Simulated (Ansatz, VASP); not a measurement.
## Pb: VASP beside Ansatz

```xyz
1
Lattice="0.0000 2.6831 2.0928 2.6831 0.0000 2.0928 2.6831 2.6831 0.0000" Properties=species:S:1:pos:R:3 pbc="T T T"
Pb    0.0000    0.0000    0.0000
```

Alike in both runs: task single point; functional PBE; k mesh 18 × 18 × 18; occupations gaussian, width 0.15 eV; no spin polarisation.

```csv
,VASP,Ansatz
version,VASP 6.6.1,Ansatz 0.2.0
potentials or method,"VASP PAW PBE potentials, release 64 (Pb_d), cutoff 520 eV","scalar-relativistic, plane waves, PAW"
valence electrons in the cell,14,14
```

Ansatz gave:

| Property | Result |
| --- | --- |
| gap on the k mesh at the Fermi level (eV) | none |
| pressure (GPa) | 2.7 |
| traceless stress, the component that is largest in VASP (GPa) | 0.86 |

**Question.** Which values does VASP return?

**Answer.** gap on the k mesh at the Fermi level (eV): none; pressure (GPa): 2.6; traceless stress, the component that is largest in VASP (GPa): 0.86.

A gap of «none» marks a metal or a gap that the smearing closes. The functional is the same, so the differences come from potentials, cutoffs and numerics.

Neither program's run includes spin-orbit coupling.
